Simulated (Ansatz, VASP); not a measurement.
**One calculation of BP, two programs**

```
CELL_PARAMETERS angstrom
0.00000 2.24608 2.24608
2.24608 0.00000 2.24608
2.24608 2.24608 0.00000
ATOMIC_POSITIONS crystal
P 0.75000 0.75000 0.75000
B 0.00000 0.00000 0.00000
```

Alike in both runs: task single point; functional PBE; k mesh 15 × 15 × 15; occupations fermi-dirac, width 0.05 eV; no spin polarisation.

```csv
,VASP,Ansatz
version,VASP 6.6.1,Ansatz 0.2.0
potentials or method,"VASP PAW PBE potentials, release 64 (P, B), cutoff 520 eV","all-electron LAPW, scalar-relativistic"
```

|  | VASP | Ansatz | Ansatz less VASP |
| --- | --- | --- | --- |
| gap on the k mesh at the Fermi level (eV) | 1.20 | 1.20 | +0.007 |
| least direct gap on the mesh (eV) | 3.45 | 3.45 | +0.007 |

Ansatz ran all-electron here, and VASP with PAW potentials.
